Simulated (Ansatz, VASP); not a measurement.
Tl in VASP and in Ansatz

File INCAR:

```
PREC = Accurate
ENCUT = 520
EDIFF = 1E-7
ISMEAR = -1
SIGMA = 0.1
LREAL = False
LASPH = True
NELM = 80
ALGO = Normal
ISIF = 2
LWAVE = False
LCHARG = False
GGA = CA
NBANDS = 20
```

Contents of KPOINTS:

```
regular mesh
0
Gamma
  17 17 10
```

The input POSCAR:

```
Tl
1.0
    3.4897903830      0.0000000000      0.0000000000
   -1.7448951915      3.0222471256      0.0000000000
    0.0000000000      0.0000000000      5.5844436435
Tl
2
Direct
    0.3333333333      0.6666666667      0.2500000000
    0.6666666667      0.3333333333      0.7500000000
```

Input for Ansatz:

```yaml
crystal:
  lattice:
    - [3.489790383, 0.0, 0.0]
    - [-1.7448951915, 3.0222471256, 0.0]
    - [0.0, 0.0, 5.5844436435]
  atoms:
    - { symbol: Tl, position: [0.3333333333, 0.6666666667, 0.25] }
    - { symbol: Tl, position: [0.6666666667, 0.3333333333, 0.75] }
hamiltonian:
  xc: lda
  pseudopotentials:
    kind: paw
    azcp:
      Tl: "pseudopotentials/Tl.paw.azcp"
basis:
  ecutwfc: 420
  fft_grid_basis: typed
kpoints:
  mp_grid: { grid: [17, 17, 10], shift: [0, 0, 0] }
magnetization:
  spin_polarized: false
scf:
  occupations: { method: fermi_dirac, width: 0.1 }
output:
  stress: true
```

Alike in both runs: task single point; functional LDA; k mesh 17 × 17 × 10; occupations fermi-dirac, width 0.1 eV; no spin polarisation.

|  | VASP | Ansatz |
| --- | --- | --- |
| version | VASP 6.6.1 | Ansatz 0.2.0 |
| potentials or method | VASP PAW LDA potentials, release 64 (Tl_d), cutoff 520 eV | plane waves (420 eV) with PAW, scalar-relativistic |
| valence electrons in the cell | 26 | 26 |

Ansatz gave:

- pressure (GPa): -2.7
- traceless stress, the component that is largest in VASP (GPa): -0.35

Problem. What did VASP give for the same quantities?

Solution. Pressure (GPa): -2.6; traceless stress, the component that is largest in VASP (GPa): -0.33.

Ansatz warns that its potentials were made for another functional, while VASP's fit it. LDA's correlation is that of Perdew and Zunger in VASP and of Perdew and Wang (1992) in Ansatz.

Neither program's run includes spin-orbit coupling.
